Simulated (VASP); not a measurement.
# Ga3BAs4 (Amm2) in VASP: notebook

Ga3BAs4 is run at these levels: PBE; tasks: single point, relaxation of cell and atoms.

Everything below comes from runs of VASP 6.6.1. Logs are shortened: lines on timing, memory, paths and dates and some standing lists are left out, and cuts for length are marked.

## 1. The cell of the first run

Symmetry: Amm2, No. 38, orthorhombic system. Conventional cell: a = 3.830 Å, b = 7.659 Å, c = 10.832 Å, α = 90.00°, β = 90.00°, γ = 90.00°. Ga (site symmetry m) has 4 As at 2.35 Å within 3.1 Å. Within 3.1 Å of Ga (site symmetry mm2) lie 4 As at 2.35 Å. Within 3.1 Å of B (site symmetry mm2) lie 4 As at 2.35 Å. Within 3.1 Å of As (site symmetry mm2) lie 2 Ga at 2.35 Å and 2 B at 2.35 Å. Within 3.1 Å of As (site symmetry m) lie 3 Ga at 2.35 Å and 1 B at 2.35 Å. As (site symmetry mm2) has 4 Ga at 2.35 Å within 3.1 Å.

## 2. Single point, PBE

INCAR

```
PREC = Accurate ; ENCUT = 520
EDIFF = 1E-6 ; ISMEAR = 0
SIGMA = 0.1 ; LREAL = False
LASPH = True ; NELM = 100
ALGO = Normal ; ISIF = 2
LWAVE = False ; LCHARG = False
GGA = PE ; NBANDS = 41
```

KPOINTS

```
regular mesh
0
Gamma
  4 4 4
```

POSCAR

```
Ga3BAs4
1.0
    3.8295191500      0.0000000000      0.0000000000
    0.0000000000      3.8295191500      5.4157579200
    0.0000000000     -3.8295191500      5.4157579200
Ga B As
3 1 4
Direct
    0.5000000000      0.0000000000      0.5000000000
    0.5000000000      0.5000000000      0.0000000000
    0.0000000000      0.5000000000      0.5000000000
    0.0000000000      0.0000000000      0.0000000000
    0.5000000000      0.1250000000      0.1250000000
    0.0000000000      0.1250000000      0.6250000000
    0.0000000000      0.6250000000      0.1250000000
    0.5000000000      0.6250000000      0.6250000000
```

Potentials or basis: VASP PAW PBE potentials, release 64 (Ga_d, B, As).

Launch:

```bash
$ cat potpaw_PBE.64/Ga_d/POTCAR potpaw_PBE.64/B/POTCAR potpaw_PBE.64/As/POTCAR > POTCAR
$ mpirun -np 1 vasp_std > vasp.out
```

OUTCAR:

```text
PREC = Accurate
   ENCUT = 520
   EDIFF = 1E-6
   ISMEAR = 0
   LREAL = False
   LASPH = True
   NELM = 100
   ISIF = 2
   GGA = PE

 ion  position               nearest neighbor table
   1  0.500  0.000  0.500-   5 2.35   8 2.35   6 2.35   6 2.35
   2  0.500  0.500  0.000-   5 2.35   8 2.35   7 2.35   7 2.35
   3  0.000  0.500  0.500-   6 2.35   7 2.35   8 2.35   8 2.35
   4  0.000  0.000  0.000-   6 2.35   7 2.35   5 2.35   5 2.35
   5  0.500  0.125  0.125-   1 2.35   2 2.35   4 2.35   4 2.35
   6  0.000  0.125  0.625-   3 2.35   4 2.35   1 2.35   1 2.35
   7  0.000  0.625  0.125-   3 2.35   4 2.35   2 2.35   2 2.35
   8  0.500  0.625  0.625-   1 2.35   2 2.35   3 2.35   3 2.35

  LATTYP: Found a base centered orthorhombic cell.
 ALAT       =     7.6590383000
 B/A-ratio  =     1.4142135626
 C/A-ratio  =     0.5000000000

  Lattice vectors:

 A1 = (   0.0000000000,   3.8295191500,  -5.4157579200)
 A2 = (   0.0000000000,   3.8295191500,   5.4157579200)
 A3 = (   3.8295191500,   0.0000000000,   0.0000000000)

Analysis of symmetry for initial positions (statically):
=====================================================================
 Subroutine PRICEL returns:
 Original cell was already a primitive cell.

 Routine SETGRP: Setting up the symmetry group for a
 base centered orthorhombic supercell.

 Subroutine GETGRP returns: Found  4 space group operations
 (whereof  4 operations were pure point group operations)
 out of a pool of  8 trial point group operations.

The static configuration has the point symmetry C_2v.

Analysis of symmetry for dynamics (positions and initial velocities):
=====================================================================
 Subroutine PRICEL returns:
 Original cell was already a primitive cell.

 Routine SETGRP: Setting up the symmetry group for a
 base centered orthorhombic supercell.

 Subroutine GETGRP returns: Found  4 space group operations
 (whereof  4 operations were pure point group operations)
 out of a pool of  8 trial point group operations.

The dynamic configuration has the point symmetry C_2v.

 Subroutine INISYM returns: Found  4 space group operations
 (whereof  4 operations are pure point group operations),
 and found     1 'primitive' translations

----------------------------------------------------------------------------------------

                                     Primitive cell

  volume of cell :     158.8465

  direct lattice vectors                    reciprocal lattice vectors
     3.829519150  0.000000000  0.000000000     0.261129390  0.000000000  0.000000000
     0.000000000  3.829519150  5.415757920     0.000000000  0.130564695  0.092323181
     0.000000000 -3.829519150  5.415757920     0.000000000 -0.130564695  0.092323181

  length of vectors
     3.829519150  6.632921737  6.632921737     0.261129390  0.159908441  0.159908441

  position of ions in fractional coordinates (direct lattice)
     0.500000000  0.000000000  0.500000000
     0.500000000  0.500000000  0.000000000
     0.000000000  0.500000000  0.500000000
     0.000000000  0.000000000  0.000000000
     0.500000000  0.125000000  0.125000000
     0.000000000  0.125000000  0.625000000
     0.000000000  0.625000000  0.125000000
     0.500000000  0.625000000  0.625000000

  ion indices of the primitive-cell ions
   primitive index   ion index
                 1           1
                 2           2
                 3           3
                 4           4
                 5           5
                 6           6
                 7           7
                 8           8

----------------------------------------------------------------------------------------

 KPOINTS: regular mesh

Automatic generation of k-mesh.
 Grid dimensions read from file:
 generate k-points for:    4    4    4

 Generating k-lattice:

  Cartesian coordinates                     Fractional coordinates (reciprocal lattice)
     0.065282348  0.000000000  0.000000000     0.250000000  0.000000000  0.000000000
     0.000000000  0.032641174  0.023080795     0.000000000  0.250000000  0.000000000
     0.000000000 -0.032641174  0.023080795     0.000000000  0.000000000  0.250000000

  Length of vectors
     0.065282348  0.039977110  0.039977110

  Shift w.r.t. Gamma in fractional coordinates (k-lattice)
     0.000000000  0.000000000  0.000000000

 Subroutine IBZKPT returns following result:
 ===========================================

 Found     21 irreducible k-points:

 Following reciprocal coordinates:
            Coordinates               Weight
  0.000000  0.000000  0.000000      1.000000
  0.250000  0.000000  0.000000      2.000000
  0.500000  0.000000  0.000000      1.000000
  0.000000  0.250000  0.000000      4.000000
  0.250000  0.250000  0.000000      8.000000
  0.500000  0.250000  0.000000      4.000000
[... 13 lines left out ...]
  0.250000  0.500000  0.500000      2.000000
  0.500000  0.500000  0.500000      1.000000
[... 42 lines left out ...]
   LORBIT       =      0    0 simple, 1 ext, 2 COOP (PROOUT), +10 PAW based schemes
   GGA     = PE    functional components
   LHFCALC =     F    Hartree Fock is set to
   AEXX    =    0.0000 exact exchange contribution
   IVDW    =     0    specifies the selected vdW correction
   LEPSILON=     F    determine dielectric tensor
   LRPA    =     F    only Hartree local field effects (RPA)
 non-spin polarized calculation
 Gauss-broadening in eV      SIGMA  =   0.10
  energy-cutoff  :      520.00
  volume of cell :      158.85
 maximum number of plane-waves:      4316
   NGX = 15   NGY = 25   NGZ = 25

 number of electron      62.0000035 magnetization

 Free energy of the ion-electron system (eV)
  ---------------------------------------------------
  ext. energy  EPLUGINS =         0.00000000
  ---------------------------------------------------
  free energy    TOTEN  =       -33.93234935 eV

  energy without entropy =      -33.93234505  energy(sigma->0) =      -33.93234720

 E-fermi :   4.8779     XC(G=0):  -9.8900

 val. band max:        4.6260289898   @ k =   0.0000   0.0000   0.0000
 cond. band min:       5.1236842905   @ k =   0.0000   0.0000   0.0000
 fundamental gap:      0.4976553007
 Fermi energy:         4.8779350583

 k-point     1 :       0.0000    0.0000    0.0000
  band No.  band energies     occupation
      1     -10.5866      2.00000
      2     -10.5330      2.00000
      3     -10.5236      2.00000
      4     -10.4277      2.00000
      5     -10.4272      2.00000
      6     -10.4155      2.00000
[... 33 lines left out ...]
     40       9.0258      0.00000
     41       9.2119      0.00000

 k-point     2 :       0.2500    0.0000    0.0000
  band No.  band energies     occupation
      1     -10.5790      2.00000
      2     -10.5324      2.00000
      3     -10.5278      2.00000
      4     -10.4668      2.00000
      5     -10.4187      2.00000
      6     -10.4020      2.00000
[... 33 lines left out ...]
     40       9.2343      0.00000
     41       9.9452      0.00000

 k-point     3 :       0.5000    0.0000    0.0000
  band No.  band energies     occupation
      1     -10.5775      2.00000
      2     -10.5477      2.00000
      3     -10.5333      2.00000
      4     -10.4878      2.00000
      5     -10.4101      2.00000
      6     -10.3985      2.00000
[... 33 lines left out ...]
     40      10.0128      0.00000
     41      10.5851      0.00000

 k-point     4 :       0.0000    0.2500    0.0000
  band No.  band energies     occupation
      1     -10.5802      2.00000
      2     -10.5343      2.00000
      3     -10.5175      2.00000
      4     -10.4369      2.00000
      5     -10.4241      2.00000
      6     -10.4168      2.00000
[... 693 lines left out ...]
     40      10.1432      0.00000
     41      10.6845      0.00000

 k-point    20 :       0.2500    0.5000    0.5000
  band No.  band energies     occupation
      1     -10.5722      2.00000
      2     -10.5414      2.00000
      3     -10.5372      2.00000
      4     -10.4665      2.00000
      5     -10.4141      2.00000
      6     -10.3996      2.00000
[... 33 lines left out ...]
     40       9.5117      0.00000
     41      10.5284      0.00000

 k-point    21 :       0.5000    0.5000    0.5000
  band No.  band energies     occupation
      1     -10.5913      2.00000
      2     -10.5594      2.00000
      3     -10.5407      2.00000
      4     -10.4847      2.00000
      5     -10.4150      2.00000
      6     -10.3897      2.00000
[... 33 lines left out ...]
     40       9.0547      0.00000
     41       9.4802      0.00000

------------------------ aborting loop because EDIFF is reached ----------------------------------------

  FORCE on cell =-STRESS in cart. coord.  units (eV):
  Direction    XX          YY          ZZ          XY          YZ          ZX
  --------------------------------------------------------------------------------------
  -------------------------------------------------------------------------------------
  Total        7.7984773      6.8672227      6.5115096      0.0000000      0.0000000      0.0000000
  in kB       78.6579569     69.2650230     65.6771862      0.0000000      0.0000000      0.0000000
  external PRESSURE =      71.2000554 kB  Pullay stress =       0.0000000 kB

 VOLUME and BASIS-vectors are now :
 -----------------------------------------------------------------------------
  energy-cutoff  :      520.00
  volume of cell :      158.85
      direct lattice vectors                 reciprocal lattice vectors
     3.829519150  0.000000000  0.000000000     0.261129390  0.000000000  0.000000000
     0.000000000  3.829519150  5.415757920     0.000000000  0.130564695  0.092323181
     0.000000000 -3.829519150  5.415757920     0.000000000 -0.130564695  0.092323181

 POSITION                                       TOTAL-FORCE (eV/Angst)
 -----------------------------------------------------------------------------------
      1.91476     -1.91476      2.70788         0.000000     -0.235877     -0.007079
      1.91476      1.91476      2.70788         0.000000      0.235877     -0.007079
      0.00000      0.00000      5.41576         0.000000      0.000000      0.149905
      0.00000      0.00000      0.00000         0.000000      0.000000     -0.073163
      1.91476      0.00000      1.35394         0.000000      0.000000     -3.020522
      0.00000     -1.91476      4.06182         0.000000     -2.083555      1.472326
      0.00000      1.91476      4.06182         0.000000      2.083555      1.472326
      1.91476      0.00000      6.76970         0.000000      0.000000      0.013286
 -----------------------------------------------------------------------------------
    total drift:                                0.000000     -0.000001      0.000713

  FREE ENERGIE OF THE ION-ELECTRON SYSTEM (eV)
  ---------------------------------------------------
  free  energy   TOTEN  =       -33.9323493536 eV

  energy  without entropy=      -33.9323450491  energy(sigma->0) =      -33.93234720
```

It took 73 s on 1 thread of AMD EPYC 9R45 (Zen 5), shared host; peak memory 0.28 GiB.

Results:

| Item | Value |
| --- | --- |
| Free energy | -33.9323 eV |
| Pressure | 7.1 GPa |
| Largest force | 3.021 eV/Å |
| Band gap on the k mesh | 0.50 eV |

Forces in eV/Å, atoms in the order of the input:
```
Ga   0.000 -0.236 -0.007
Ga   0.000  0.236 -0.007
Ga   0.000  0.000  0.150
B    0.000  0.000 -0.073
As   0.000  0.000 -3.021
As   0.000 -2.084  1.472
As   0.000  2.084  1.472
As   0.000  0.000  0.013
```

Stress tensor (GPa, compression positive):
```
7.87 0.00 0.00
0.00 6.93 0.00
0.00 0.00 6.57
```

Levels at points of the mesh, in eV from the valence-band top:
| k point | band 29 | band 30 | band 31 | band 32 | band 33 | band 34 |
| --- | --- | --- | --- | --- | --- | --- |
| (0.00, 0.00, 0.00) | -0.04 | -0.02 | 0.00 | 0.50 | 1.33 | 1.50 |
| (0.50, 0.00, 0.00) | -3.76 | -1.55 | -1.38 | 2.39 | 3.06 | 4.37 |
| (0.00, 0.50, 0.00) | -0.93 | -0.73 | -0.73 | 1.17 | 1.93 | 2.22 |
| (0.50, 0.50, 0.00) | -2.37 | -2.35 | -2.34 | 1.61 | 2.25 | 2.26 |
| (0.00, 0.50, 0.50) | -1.95 | -1.51 | -1.38 | 1.57 | 1.67 | 2.62 |
| (0.50, 0.50, 0.50) | -1.41 | -1.33 | -1.28 | 0.62 | 1.28 | 1.31 |

Caveat: the cell stands under pressure; forces of over 1 eV/Å act on the atoms, so gaps and moduli don't describe the material at rest. A k mesh can miss the band edges.

## 3. Single point, PBE

This run uses another cell than the first one, of 21.08 Å³/atom.

INCAR

```
  PREC = Accurate
  ENCUT = 520
  EDIFF = 1E-6
  ISMEAR = 0
  SIGMA = 0.1
  LREAL = False
  LASPH = True
  NELM = 80
  ALGO = Normal
  ISIF = 2
  LWAVE = False
  LCHARG = False
  GGA = PE
  NBANDS = 41
```

KPOINTS is that of step 2.

POSCAR

```
Ga3BAs4
1.0
    3.9207518462      0.0000000000      0.0000000000
    0.0000000000      3.8990127945      5.5170716235
    0.0000000000     -3.8990127945      5.5170716235
Ga B As
3 1 4
Direct
    0.5000000000      0.0005298378      0.5014892148
    0.5000000000      0.5014892148      0.0005298378
    0.0000000000      0.4988451601      0.4988451601
    0.0000000000     -0.0028604161     -0.0028604161
    0.5000000000      0.1067608532      0.1067608532
    0.0000000000      0.1125374933      0.6586739603
    0.0000000000      0.6586739603      0.1125374933
    0.5000000000      0.6240238966      0.6240238966
```

Potentials or basis: VASP PAW PBE potentials, release 64 (Ga_d, B, As).

Launch:

```bash
$ cat potpaw_PBE.64/Ga_d/POTCAR potpaw_PBE.64/B/POTCAR potpaw_PBE.64/As/POTCAR > POTCAR
$ mpirun -np 1 vasp_std > vasp.out
```

Wall time 85 s (1 thread of AMD EPYC 9R45 (Zen 5), shared host); peak memory 0.3 GiB.

It converged, with:

| Quantity | Value |
| --- | --- |
| Free energy | -34.9773 eV |
| Pressure | 0.2 GPa |
| Largest force | 0.026 eV/Å |
| Band gap on the k mesh | 0.14 eV |

Forces on the atoms (eV/Å):
```
Ga   0.000  0.014 -0.012
Ga   0.000 -0.014 -0.012
Ga   0.000  0.000 -0.015
B    0.000  0.000  0.026
As   0.000  0.000  0.001
As   0.000  0.002  0.000
As   0.000 -0.002  0.000
As   0.000  0.000  0.013
```

Stress tensor (GPa, compression positive):
```
0.30 0.00 0.00
0.00 0.19 0.00
0.00 0.00 0.22
```

Levels at points of the mesh, in eV from the valence-band top:
```csv
k point,band 29,band 30,band 31,band 32,band 33,band 34
"(0.00, 0.00, 0.00)",-0.25,-0.10,0.00,0.14,0.92,0.94
"(0.50, 0.00, 0.00)",-3.43,-1.88,-1.08,1.94,3.08,4.19
"(0.00, 0.50, 0.00)",-0.92,-0.58,-0.55,0.50,1.72,1.88
"(0.50, 0.50, 0.00)",-2.27,-2.03,-1.91,1.44,1.71,2.30
"(0.00, 0.50, 0.50)",-1.48,-1.38,-1.14,0.98,1.53,2.45
"(0.50, 0.50, 0.50)",-1.29,-1.21,-1.00,0.61,0.72,1.11
```

A k mesh can miss the band edges.

## 4. Relaxation of cell and atoms, PBE

INCAR

```
SYSTEM = Ga3BAs4
PREC = Accurate
ENCUT = 600
EDIFF = 1E-7
ISMEAR = 0
SIGMA = 0.1
LREAL = .FALSE.
LASPH = .TRUE.
NELM = 60
ALGO = Normal
ISIF = 3
LWAVE = .FALSE.
LCHARG = .FALSE.
GGA = PE
IBRION = 2
NSW = 90
EDIFFG = -0.04
```

KPOINTS

```
regular mesh
0
G
  4 4 4
  0 0 0
```

POSCAR

```
Ga3BAs4
1.0
    3.8295191500      0.0000000000      0.0000000000
    0.0000000000      3.8295191500      5.4157579200
    0.0000000000     -3.8295191500      5.4157579200
Ga B As
3 1 4
Direct
    0.5000000000      0.0000000000      0.5000000000
    0.5000000000      0.5000000000      0.0000000000
    0.0000000000      0.5000000000      0.5000000000
    0.0000000000      0.0000000000      0.0000000000
    0.5000000000      0.1250000000      0.1250000000
    0.0000000000      0.1250000000      0.6250000000
    0.0000000000      0.6250000000      0.1250000000
    0.5000000000      0.6250000000      0.6250000000
```

Launch:

```bash
$ cat potpaw_PBE.64/Ga_d/POTCAR potpaw_PBE.64/B/POTCAR potpaw_PBE.64/As/POTCAR > POTCAR
$ mpirun -np 1 vasp_std > vasp.out
```

Wall time 9.2 min (1 thread of AMD EPYC 9R45 (Zen 5), shared host); peak memory 0.36 GiB.

Results (log left out):

```yaml
Free_energy: -34.9763 eV
Relaxed_volume: 21.15 Å³/atom
Relaxed_cell: a = 3.928 Å, b = 6.761 Å, c = 6.761 Å, α = 70.47°, β = 90.00°, γ = 90.00°
Space_group_after_relaxing_to_0.1_Å: Amm2 (No. 38)
Energy_gained_by_relaxing: 130.5 meV/atom
Ionic_steps: 9
Pressure_after_relaxing: 0.0 GPa
Largest_force_after_relaxing: 0.023 eV/Å
Band_gap_on_the_k_mesh: 0.12 eV
```

Forces in eV/Å, atoms in the order of the input:
```
Ga   0.000 -0.009  0.003
Ga   0.000  0.009  0.003
Ga   0.000  0.000  0.003
B    0.000  0.000  0.023
As   0.000  0.000 -0.001
As   0.000 -0.004 -0.011
As   0.000  0.004 -0.011
As   0.000  0.000 -0.009
```

The path:
| step | energy change (eV) | largest force (eV/Å) | pressure (GPa) | volume (Å³) |
| --- | --- | --- | --- | --- |
| 1 | 0.0000 | 3.0205 | 7.11 | 158.85 |
| 2 | -0.8038 | 0.8747 | -3.54 | 179.97 |
| 3 | -0.8151 | 1.0406 | -2.65 | 177.34 |
| 4 | -1.0164 | 0.4149 | -0.90 | 171.61 |
| 5 | -1.0399 | 0.1824 | 0.12 | 169.01 |
| 6 | -1.0399 | 0.1807 | 0.03 | 169.17 |
| 7 | -1.0437 | 0.0810 | -0.01 | 169.24 |
| 8 | -1.0437 | 0.0762 | -0.01 | 169.25 |
| 9 | -1.0441 | 0.0233 | 0.00 | 169.21 |

Final structure:
```cif
data_structure
_symmetry_space_group_name_H-M 'P 1'
_symmetry_Int_Tables_number 1
_cell_length_a 3.9281
_cell_length_b 6.7608
_cell_length_c 6.7608
_cell_angle_alpha 70.468
_cell_angle_beta 90.000
_cell_angle_gamma 90.000
_cell_volume 169.21
loop_
_atom_site_label
_atom_site_type_symbol
_atom_site_fract_x
_atom_site_fract_y
_atom_site_fract_z
_atom_site_occupancy
Ga1 Ga 0.50000 0.00127 0.50063 1
Ga2 Ga 0.50000 0.50063 0.00127 1
Ga3 Ga 0.00000 0.49944 0.49944 1
B1 B 0.00000 0.99664 0.99664 1
As1 As 0.50000 0.10621 0.10621 1
As2 As 0.00000 0.11305 0.65812 1
As3 As 0.00000 0.65812 0.11305 1
As4 As 0.50000 0.62465 0.62465 1
```

Levels at points of the mesh, in eV from the valence-band top:
| k point | band 27 | band 28 | band 29 | band 30 | band 31 | band 32 | band 33 | band 34 | band 35 | band 36 |
| --- | --- | --- | --- | --- | --- | --- | --- | --- | --- | --- |
| (0.00, 0.00, 0.00) | -1.39 | -1.03 | -0.25 | -0.11 | 0.00 | 0.12 | 0.91 | 0.93 | 1.31 | 1.53 |
| (0.50, 0.00, 0.00) | -3.80 | -3.49 | -3.42 | -1.87 | -1.07 | 1.95 | 3.08 | 4.17 | 4.25 | 4.36 |
| (0.00, 0.50, 0.00) | -2.06 | -1.29 | -0.92 | -0.58 | -0.55 | 0.49 | 1.71 | 1.87 | 2.31 | 3.64 |
| (0.50, 0.50, 0.00) | -3.37 | -2.74 | -2.27 | -2.01 | -1.90 | 1.43 | 1.72 | 2.31 | 2.47 | 4.07 |
| (0.00, 0.50, 0.50) | -2.32 | -1.62 | -1.47 | -1.38 | -1.14 | 0.97 | 1.54 | 2.44 | 2.97 | 3.07 |
| (0.50, 0.50, 0.50) | -2.74 | -1.70 | -1.27 | -1.20 | -1.00 | 0.61 | 0.72 | 1.11 | 1.39 | 1.46 |

A k mesh can miss the band edges.

## 5. Summary

| task | cell | cutoff (eV) | gap on the mesh (eV) | pressure (GPa) | largest force (eV/Å) |
| --- | --- | --- | --- | --- | --- |
| single point | a = 3.830, b = 6.633, c = 6.633 Å, angles 70.5, 90.0, 90.0°, 8 atoms, atomic positions A | 520 | 0.50 | 7.1 | 3.02 |
| single point | a = 3.921, b = 6.756, c = 6.756 Å, angles 70.5, 90.0, 90.0°, 8 atoms, atomic positions B | 520 | 0.14 | 0.2 | 0.03 |
| relaxation of cell and atoms | relaxed from a = 3.830, b = 6.633, c = 6.633 Å, angles 70.5, 90.0, 90.0°, 8 atoms, atomic positions A | 600 | 0.12 | 0.0 | 0.02 |

Alike in all rows: level PBE; potentials or basis VASP PAW PBE potentials, release 64 (Ga_d, B, As); no spin polarisation; k mesh 4 × 4 × 4; smearing gaussian 0.1 eV.

Caveats: the cell stands under pressure (at least some runs); forces of over 1 eV/Å act on the atoms, so gaps and moduli don't describe the material at rest (at least some runs).

Total energies depend on the potentials used, so only differences within one code and one set of settings carry meaning.
